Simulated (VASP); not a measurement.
Set up this calculation in VASP 6.6.1, as the native input.

```yaml
Task: single point
Functional: PBEsol
Dispersion: D3(BJ)
Potentials_or_basis: VASP PAW PBE potentials, release 64 (W_sv)
Cutoff: 520 eV
k_mesh: 12 × 12 × 12
Occupations: fermi-dirac, width 0.05 eV
Spin: no spin polarisation
Dipole_correction: no
Further_INCAR_settings: ALGO = Fast; EDIFF = 1e-06; NBANDS = 13
```

The structure of W lies in POSCAR:

```
W
1.0
   -1.6133792515      1.6133792515      1.6133792515
    1.6133792515     -1.6133792515      1.6133792515
    1.6133792515      1.6133792515     -1.6133792515
W
1
Direct
    0.0000000000      0.0000000000      0.0000000000
```

One way to write it, as run:

INCAR

```
SYSTEM = W
PREC = Accurate ; ENCUT = 520
EDIFF = 1E-6 ; ISMEAR = -1
SIGMA = 0.05 ; LREAL = .False.
LASPH = .True. ; NELM = 80
ALGO = Fast ; ISIF = 2
LWAVE = .False. ; LCHARG = .False.
GGA = PS ; IVDW = 12
NBANDS = 13
```

KPOINTS

```
regular mesh
0
Gamma
  12 12 12
  0 0 0
```

Potentials or basis: VASP PAW PBE potentials, release 64 (W_sv).

Launch:

```sh
$ cat potpaw_PBE.64/W_sv/POTCAR > POTCAR
$ mpirun -np 1 vasp_std > vasp.out
```

Results of the run:

The pressure is -25.2 GPa and the band gap on the k mesh is zero (band 7 reaches 15.22 eV, above the bottom of band 8 at 9.31 eV). The dispersion energy per atom is -0.702 eV.

Caveat: the PAW data sets were made with another functional, which shifts forces and pressure a little; spin-orbit coupling is left out, which moves the levels of the heavy elements; pairwise dispersion overbinds metals, which lowers pressure and volume.

Wall time 18 s on 1 thread of AMD EPYC 7R43 64-Core Processor (Zen 3), on a shared host, peak memory 0.12 GiB.
